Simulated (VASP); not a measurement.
TiMoSe4:

```
CELL_PARAMETERS angstrom
-2.98242 2.98242 4.21835
2.98242 -2.98242 4.21835
2.98242 2.98242 -4.21835
ATOMIC_POSITIONS crystal
Ti 0.00000 0.00000 0.00000
Mo 0.50000 0.50000 0.00000
Se 0.25000 0.75000 0.50000
Se 0.75000 0.25000 0.50000
Se 0.20378 0.20378 0.00000
Se 0.79622 0.79622 0.00000
```

The cell was built from a structure type or drawn by symmetry, and may not be a known phase.

```yaml
Program: VASP 6.6.1
Task: relaxation of cell and atoms
Functional: PBE
Potentials_or_basis: VASP PAW PBE potentials, release 64 (Ti_sv, Mo_sv, Se)
Cutoff: 600 eV
k_mesh: 3 × 3 × 3
Occupations: gaussian, width 0.15 eV
Spin: collinear spin
Starting_moments: "[1.0, 1.0, 0.0, 0.0, 0.0, 0.0] μB"
```

At the start: pressure 30.5 GPa; volume 25.01 Å³/atom.

Problem. How do energy, volume and symmetry change on relaxing?

Solution. Over 18 steps the energy falls by 1963.4 meV/atom and the volume is 26.69 Å³/atom (+6.7 %); space group I4/mmm (No. 139, to 0.1 Å) before and after; moment 1.93 μB per cell.

The path:
```tsv
step	energy change (eV)	largest force (eV/Å)	pressure (GPa)	volume (Å³)
1	0.0000	26.1403	30.48	150.09
2	-4.3515	6.2025	-0.23	250.20
3	-4.8625	6.1310	-1.77	247.68
4	-5.3138	5.8532	-0.44	243.21
5	-5.8732	5.3792	-0.76	236.04
6	-8.7364	4.8048	-0.01	193.65
7	-10.5026	5.2035	1.29	172.02
8	-10.7604	4.0104	5.83	161.09
9	-10.7668	4.9459	3.27	166.11
10	-10.7969	4.7651	3.85	164.76
11	-11.0192	0.2037	-5.16	180.66
12	-11.5379	1.3742	-2.29	172.16
13	-11.5406	1.2134	-2.70	172.94
14	-11.5408	1.2683	-2.56	172.67
15	-11.7298	0.7444	-0.83	164.75
16	-11.7645	0.2722	0.57	159.97
17	-11.7801	0.1301	-0.06	160.14
18	-11.7806	0.0703	0.03	160.11
```

Final structure:
```
Ti Mo Se
1.0
    -2.87336    2.87336    4.84826
     2.87336   -2.87336    4.84826
     2.87336    2.87336   -4.84826
Ti Mo Se
1 1 4
Direct
  0.00000 0.00000 0.00000
  0.50000 0.50000 0.00000
  0.25000 0.75000 0.50000
  0.75000 0.25000 0.50000
  0.24840 0.24840 0.00000
  0.75160 0.75160 0.00000
```

Caveat: the k points lie up to 0.42 Å⁻¹ apart in the final cell; the relaxation stopped at a loose force limit of 0.08 eV/Å, so its end isn't a converged minimum.
